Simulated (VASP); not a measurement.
# Al3Ga5N8 (P1) in VASP: further runs

The runs below take Al3Ga5N8 through single point, with PBEsol.

Program: VASP 6.6.1. These are calculated values, not measurements. Logs are shortened: lines on timing, memory, paths and dates and some standing lists are left out, and cuts for length are marked.

**1. The cell of the first run**

The typed cell holds 16 atoms: a = 8.905 Å, b = 4.452 Å, c = 4.452 Å, α = 90.00°, β = 90.00°, γ = 90.00°.

**2. Single point, PBEsol, collinear spin, ferromagnetic start**

File INCAR:

```
SYSTEM = Al3Ga5N8
ALGO = Normal ; EDIFF = 1E-6
ENCUT = 600 ; GGA = PS
GGA_COMPAT = .FALSE. ; ISIF = 2
ISMEAR = -1 ; ISPIN = 2
LASPH = .TRUE. ; LCHARG = .FALSE.
LORBIT = 11 ; LREAL = .FALSE.
LWAVE = .FALSE. ; MAGMOM = 0.25 0.25 0.25 0.25 0.25 0.25 0.25 0.25 0.25 0.25 0.25 0.25 0.25 0.25 0.25 0.25
NBANDS = 75 ; NELM = 200
PREC = Accurate ; SIGMA = 0.05
```

File KPOINTS:

```
Automatic mesh
0
Gamma
  2 2 2
  0.5 0.5 0.5
```

File POSCAR:

```
Al3Ga5N8
1.0
    8.9047390000      0.0000000000      0.0000000000
    0.0000000000      4.4523690000      0.0000000000
    0.0000000000      0.0000000000      4.4523690000
Al Ga N
3 5 8
Direct
    0.9983490000      0.0327150000      0.9981750000
    0.2394760000      0.4723400000      0.0248540000
    0.0035270000      0.5176500000      0.5134490000
    0.5227560000      0.9939750000      0.0124230000
    0.7518820000      0.4633230000      0.0052980000
    0.2346150000      0.9812850000      0.5191070000
    0.7502360000      0.0091840000      0.5020700000
    0.5025700000      0.5216100000      0.5539270000
    0.1385130000      0.2357930000      0.2279170000
    0.6321250000      0.2733250000      0.2267280000
    0.3603020000      0.7437320000      0.2064650000
    0.8664370000      0.7289880000      0.2332490000
    0.3715650000      0.2500870000      0.7651040000
    0.8709530000      0.2687880000      0.7416810000
    0.1324780000      0.7366490000      0.7366270000
    0.6063030000      0.7290670000      0.7828900000
```

Potentials or basis: VASP PAW PBE potentials, release 64 (Al, Ga_d, N).

Command:

```
cat potpaw_PBE.64/Al/POTCAR potpaw_PBE.64/Ga_d/POTCAR potpaw_PBE.64/N/POTCAR > POTCAR
mpirun -np 1 vasp_std > vasp.out
```

OUTCAR:

```text
SYSTEM = Al3Ga5N8
   EDIFF = 1E-6
   ENCUT = 600
   GGA = PS
   ISIF = 2
   ISMEAR = -1
   ISPIN = 2
   LASPH = .TRUE.
   LORBIT = 11
   LREAL = .FALSE.
   NELM = 200
   PREC = Accurate

 ion  position               nearest neighbor table
   1  0.998  0.033  0.998-   9 1.85  14 1.92  12 2.07  15 2.13   2 2.91   5 2.91   6 3.00   3 3.05
                             7 3.13   6 3.14   3 3.15   3 3.15   3 3.24   2 3.29
   2  0.239  0.472  0.025-   9 1.65  11 1.81  13 1.92  15 1.98   1 2.91   3 3.03   6 3.10   3 3.10
                             6 3.14   1 3.29
   3  0.004  0.518  0.513-  15 1.80  14 1.91  12 1.98   9 2.15   6 2.91   2 3.03   1 3.05   2 3.10
                             5 3.14   1 3.15   1 3.15   1 3.24
   4  0.523  0.994  0.012-  16 1.73  10 1.85  11 2.02  13 2.08   5 2.92
   5  0.752  0.463  0.005-  10 1.68  14 1.80  12 1.86  16 2.02   1 2.91   4 2.92   3 3.14
   6  0.235  0.981  0.519-  15 1.72   9 1.92  13 2.03  11 2.08   3 2.91   1 3.00   2 3.10   2 3.14
                             1 3.14
   7  0.750  0.009  0.502-  14 1.91  10 2.00  12 2.01  16 2.18   1 3.13
   8  0.503  0.522  0.554-  16 1.66  13 1.93  10 2.16  11 2.23
   9  0.139  0.236  0.228-   2 1.65   1 1.85   6 1.92   3 2.15
  10  0.632  0.273  0.227-   5 1.68   4 1.85   7 2.00   8 2.16
  11  0.360  0.744  0.206-   2 1.81   4 2.02   6 2.08   8 2.23
  12  0.866  0.729  0.233-   5 1.86   3 1.98   7 2.01   1 2.07
  13  0.372  0.250  0.765-   2 1.92   8 1.93   6 2.03   4 2.08
  14  0.871  0.269  0.742-   5 1.80   7 1.91   3 1.91   1 1.92
  15  0.132  0.737  0.737-   6 1.72   3 1.80   2 1.98   1 2.13
  16  0.606  0.729  0.783-   8 1.66   4 1.73   5 2.02   7 2.18

  LATTYP: Found a simple tetragonal cell.
 ALAT       =     4.4523690000
 C/A-ratio  =     2.0000002246

  Lattice vectors:

 A1 = (   0.0000000000,   4.4523690000,   0.0000000000)
 A2 = (   0.0000000000,   0.0000000000,   4.4523690000)
 A3 = (   8.9047390000,   0.0000000000,   0.0000000000)

Analysis of symmetry for initial positions (statically):
=====================================================================
 Subroutine PRICEL returns:
 Original cell was already a primitive cell.

 Routine SETGRP: Setting up the symmetry group for a
 simple tetragonal supercell.

 Subroutine GETGRP returns: Found  1 space group operations
 (whereof  1 operations were pure point group operations)
 out of a pool of 16 trial point group operations.

The static configuration has the point symmetry C_1 .

Analysis of symmetry for dynamics (positions and initial velocities):
=====================================================================
 Subroutine PRICEL returns:
 Original cell was already a primitive cell.

 Routine SETGRP: Setting up the symmetry group for a
 simple tetragonal supercell.

 Subroutine GETGRP returns: Found  1 space group operations
 (whereof  1 operations were pure point group operations)
 out of a pool of 16 trial point group operations.

The dynamic configuration has the point symmetry C_1 .

Analysis of structural, dynamic, and magnetic symmetry:
=====================================================================
 Subroutine PRICEL returns:
 Original cell was already a primitive cell.

 Routine SETGRP: Setting up the symmetry group for a
 simple tetragonal supercell.

 Subroutine GETGRP returns: Found  1 space group operations
 (whereof  1 operations were pure point group operations)
 out of a pool of 16 trial point group operations.

The overall configuration has the point symmetry C_1 .

 Subroutine INISYM returns: Found  1 space group operations
 (whereof  1 operations are pure point group operations),
 and found     1 'primitive' translations

----------------------------------------------------------------------------------------

                                     Primitive cell

  volume of cell :     176.5239

  direct lattice vectors                    reciprocal lattice vectors
     8.904739000  0.000000000  0.000000000     0.112299754  0.000000000  0.000000000
     0.000000000  4.452369000  0.000000000     0.000000000  0.224599533  0.000000000
     0.000000000  0.000000000  4.452369000     0.000000000  0.000000000  0.224599533

  length of vectors
     8.904739000  4.452369000  4.452369000     0.112299754  0.224599533  0.224599533

  position of ions in fractional coordinates (direct lattice)
     0.998349000  0.032715000  0.998175000
     0.239476000  0.472340000  0.024854000
     0.003527000  0.517650000  0.513449000
     0.522756000  0.993975000  0.012423000
     0.751882000  0.463323000  0.005298000
     0.234615000  0.981285000  0.519107000
[... 8 lines left out ...]
     0.132478000  0.736649000  0.736627000
     0.606303000  0.729067000  0.782890000

  ion indices of the primitive-cell ions
   primitive index   ion index
                 1           1
                 2           2
                 3           3
                 4           4
                 5           5
                 6           6
[... 8 lines left out ...]
                15          15
                16          16

----------------------------------------------------------------------------------------

 KPOINTS: Automatic mesh

Automatic generation of k-mesh.
 Grid dimensions read from file:
 generate k-points for:    2    2    2

 Generating k-lattice:

  Cartesian coordinates                     Fractional coordinates (reciprocal lattice)
     0.056149877  0.000000000  0.000000000     0.500000000  0.000000000  0.000000000
     0.000000000  0.112299767  0.000000000     0.000000000  0.500000000  0.000000000
     0.000000000  0.000000000  0.112299767     0.000000000  0.000000000  0.500000000

  Length of vectors
     0.056149877  0.112299767  0.112299767

  Shift w.r.t. Gamma in fractional coordinates (k-lattice)
     0.500000000  0.500000000  0.500000000

 Subroutine IBZKPT returns following result:
 ===========================================

 Found      4 irreducible k-points:

 Following reciprocal coordinates:
            Coordinates               Weight
  0.250000  0.250000  0.250000      2.000000
  0.250000 -0.250000  0.250000      2.000000
  0.250000 -0.250000 -0.250000      2.000000
  0.250000  0.250000 -0.250000      2.000000
   k-points           NKPTS =      4   k-points in BZ     NKDIM =      4   number of bands    NBANDS=     75
   number of dos      NEDOS =    301   number of ions     NIONS =     16
   total plane-waves  NPLWV =  93312
   dimension x,y,z NGX =    72 NGY =   36 NGZ =   36
   dimension x,y,z NGXF=   144 NGYF=   72 NGZF=   72
   ions per type =               3   5   8
   NGX,Y,Z   is equivalent  to a cutoff of  13.44, 13.44, 13.44 a.u.
   NGXF,Y,Z  is equivalent  to a cutoff of  26.88, 26.88, 26.88 a.u.
 SYSTEM =  Al3Ga5N8
   PREC   = accura    normal or accurate (medium, high low for compatibility)
   ISTART =      0    job   : 0-new  1-cont  2-samecut
   ICHARG =      2    charge: 1-file 2-atom 10-const
   ISPIN  =      2    spin polarized calculation?
   LNONCOLLINEAR =      F non collinear calculations
   LSORBIT =      F    spin-orbit coupling
   LASPH  =      T    aspherical Exc in radial PAW
   ENCUT  =  600.0 eV  44.10 Ry    6.64 a.u.  17.78  8.89  8.89*2*pi/ulx,y,z
   NELM   =    200;   NELMIN=  2; NELMDL= -5     # of ELM steps
   EDIFF  = 0.1E-05   stopping-criterion for ELM
   LREAL  =      F    real-space projection
   EDIFFG = 0.1E-04   stopping-criterion for IOM
   NSW    =      0    number of steps for IOM
   IBRION =     -1    ionic relax: 0-MD 1-quasi-New 2-CG
   NFREE  =      0    steps in history (QN), initial steepest desc. (CG)
   ISIF   =      2    stress and relaxation
   ISYM   =      2    0-nonsym 1-usesym 2-fastsym
   POTIM  = 0.5000    time-step for ionic-motion
   TEBEG  =    0.0;   TEEND  =   0.0 temperature during run
   PSTRESS=    0.0 pullay stress
   NELECT =     114.0000    total number of electrons
   NUPDOWN=      -1.0000    fix difference up-down
   EMIN   =  10.00;   EMAX   =-10.00  energy-range for DOS
   EFERMI =   0.00;   METHOD = LEGACY
   ISMEAR =    -1;   SIGMA  =   0.05  broadening in eV -4-tet -1-fermi 0-gaus
   EFERMI_NEDOS =   21; number of points for ismear=-14 and -15
   IALGO  =     38    algorithm
   IMIX   =      4    mixing-type and parameters
     AMIX     =   0.40;   BMIX     =  1.00
     AMIX_MAG =   1.60;   BMIX_MAG =  1.00
  volume/ion in A,a.u.               =      11.03        74.45
  Fermi-wavevector in a.u.,A,eV,Ry     =   1.415061  2.674078 27.244289  2.002399
  Thomas-Fermi vector in A             =   2.536539
   LORBIT       =     11    0 simple, 1 ext, 2 COOP (PROOUT), +10 PAW based schemes
   GGA     = PS    functional components
   LHFCALC =     F    Hartree Fock is set to
   AEXX    =    0.0000 exact exchange contribution
   IVDW    =     0    specifies the selected vdW correction
   LEPSILON=     F    determine dielectric tensor
   LRPA    =     F    only Hartree local field effects (RPA)
 spin polarized calculation
  energy-cutoff  :      600.00
  volume of cell :      176.52
 maximum number of plane-waves:      5897
 NGX is ok and might be reduce to    72
   NGX = 35   NGY = 17   NGZ = 17

 number of electron     114.0000017 magnetization      -0.0034833

 number of electron     114.0000017 magnetization       0.0001135

 Free energy of the ion-electron system (eV)
  ---------------------------------------------------
  ext. energy  EPLUGINS =         0.00000000
  ---------------------------------------------------
  free energy    TOTEN  =      -106.40513863 eV

  energy without entropy =     -106.40513863  energy(sigma->0) =     -106.40513863

 E-fermi :   7.6188     XC(G=0): -11.6330

 val. band max:        6.3835994109   @ k =   0.2500   0.2500   0.2500
 cond. band min:       9.3067302638   @ k =   0.2500  -0.2500  -0.2500
 fundamental gap:      2.9231308529
 Fermi energy:         7.6188398574

 spin component 1

 k-point     1 :       0.2500    0.2500    0.2500
  band No.  band energies     occupation
      1     -10.5876      1.00000
      2     -10.2004      1.00000
      3      -9.9968      1.00000
      4      -9.4698      1.00000
      5      -9.0439      1.00000
      6      -8.7878      1.00000
[... 277 lines left out ...]
     68      13.3903      0.00000
     69      13.7386      0.00000
 Fermi energy:         7.6188398574

 spin component 2

 k-point     1 :       0.2500    0.2500    0.2500
  band No.  band energies     occupation
      1     -10.5876      1.00000
      2     -10.2004      1.00000
      3      -9.9968      1.00000
      4      -9.4698      1.00000
      5      -9.0440      1.00000
      6      -8.7878      1.00000
[... 277 lines left out ...]
     68      13.3903      0.00000
     69      13.7387      0.00000
 [bands above 69 left out]

------------------------ aborting loop because EDIFF is reached ----------------------------------------

  FORCE on cell =-STRESS in cart. coord.  units (eV):
  Direction    XX          YY          ZZ          XY          YZ          ZX
  --------------------------------------------------------------------------------------
  -------------------------------------------------------------------------------------
  Total        8.4945816     13.9033485     11.6955685     11.7753469      1.9908133     -3.6824936
  in kB       77.0990591    126.1904524    106.1520596    106.8761494     18.0691460    -33.4232819
  external PRESSURE =     103.1471904 kB  Pullay stress =       0.0000000 kB

 VOLUME and BASIS-vectors are now :
 -----------------------------------------------------------------------------
  energy-cutoff  :      600.00
  volume of cell :      176.52
      direct lattice vectors                 reciprocal lattice vectors
     8.904739000  0.000000000  0.000000000     0.112299754  0.000000000  0.000000000
     0.000000000  4.452369000  0.000000000     0.000000000  0.224599533  0.000000000
     0.000000000  0.000000000  4.452369000     0.000000000  0.000000000  0.224599533

 POSITION                                       TOTAL-FORCE (eV/Angst)
 -----------------------------------------------------------------------------------
      8.89004      0.14566      4.44424         0.046309     -2.624490     -0.094971
      2.13247      2.10303      0.11066         4.365377      3.228351     -3.790005
      0.03141      2.30477      2.28606        -0.754998     -0.792072     -2.008853
      4.65501      4.42554      0.05531        -5.583286      1.631564      1.628737
      6.69531      2.06288      0.02359         1.106592      4.410553     -1.902248
      2.08919      4.36904      2.31126         5.082468      2.223558     -2.768735
[... 8 lines left out ...]
      1.17968      3.27983      3.27974        -3.793875     -1.557894      3.586198
      5.39897      3.24608      3.48572         7.091220      2.128590     -0.116355
 -----------------------------------------------------------------------------------
    total drift:                                0.000472     -0.000685      0.000096

  FREE ENERGIE OF THE ION-ELECTRON SYSTEM (eV)
  ---------------------------------------------------
  free  energy   TOTEN  =      -106.4051386299 eV

  energy  without entropy=     -106.4051386299  energy(sigma->0) =     -106.40513863

 total charge

# of ion       s       p       d       tot
------------------------------------------
    1        0.366   0.395   0.000   0.761
    2        0.395   0.504   0.000   0.899
    3        0.372   0.417   0.000   0.788
    4        0.817   1.013  10.244  12.073
    5        0.848   1.163  10.337  12.349
    6        0.810   0.984  10.226  12.020
[... 8 lines left out ...]
   15        1.224   2.605   0.000   3.829
   16        1.233   2.615   0.000   3.848
--------------------------------------------------
tot         15.031  26.714  51.162  92.907

 magnetization (x)

# of ion       s       p       d       tot
------------------------------------------
    1        0.000   0.000   0.000   0.000
    2        0.000   0.000   0.000   0.000
    3        0.000   0.000   0.000   0.000
    4        0.000   0.000  -0.000   0.000
    5        0.000   0.000  -0.000   0.000
    6        0.000   0.000  -0.000   0.000
[... 8 lines left out ...]
   15       -0.000  -0.000   0.000  -0.000
   16       -0.000  -0.000   0.000  -0.000
--------------------------------------------------
tot          0.000  -0.000  -0.000  -0.000
```

It took 2.1 min on 1 thread of AMD EPYC 9R45 (Zen 5), shared host; peak memory 0.37 GiB.

What came out:

```
Free energy                                           : -106.4051 eV
Pressure                                              : 10.3 GPa
Largest force                                         : 8.655 eV/Å
Band gap on the k mesh                                : 2.92 eV
Net moment                                            : 0.00 μB per cell
Valence electrons inside the program's atomic spheres : Al 0.76, 0.90, 0.79; Ga 12.07, 12.35, 12.02, 11.76, 12.03; N 3.86, 3.79, 3.68, 3.71, 3.69, 3.81, 3.83, 3.85
```

Forces on the atoms (eV/Å):
```
Al   0.046 -2.624 -0.095
Al   4.365  3.228 -3.790
Al  -0.755 -0.792 -2.009
Ga  -5.583  1.632  1.629
Ga   1.107  4.411 -1.902
Ga   5.082  2.224 -2.769
Ga  -0.743 -1.258 -0.731
Ga  -5.307 -3.667 -5.771
N   -5.435 -1.485  3.453
N   -2.605 -3.211  5.336
N    1.622  0.854  3.122
N    2.426  2.300  1.357
N    0.000 -0.659 -0.443
N    2.482 -1.522 -0.858
N   -3.794 -1.558  3.586
N    7.091  2.129 -0.116
```

Stress tensor (GPa, compression positive):
```
 7.71 10.69 -3.34
10.69 12.62  1.81
-3.34  1.81 10.62
```

Caveat: the k points lie up to 0.71 Å⁻¹ apart; the PAW data sets were made with another functional, which shifts forces and pressure a little; a shifted mesh leaves out Γ, where band edges can lie. A k mesh can miss the band edges.

[end of part 1 of 2]
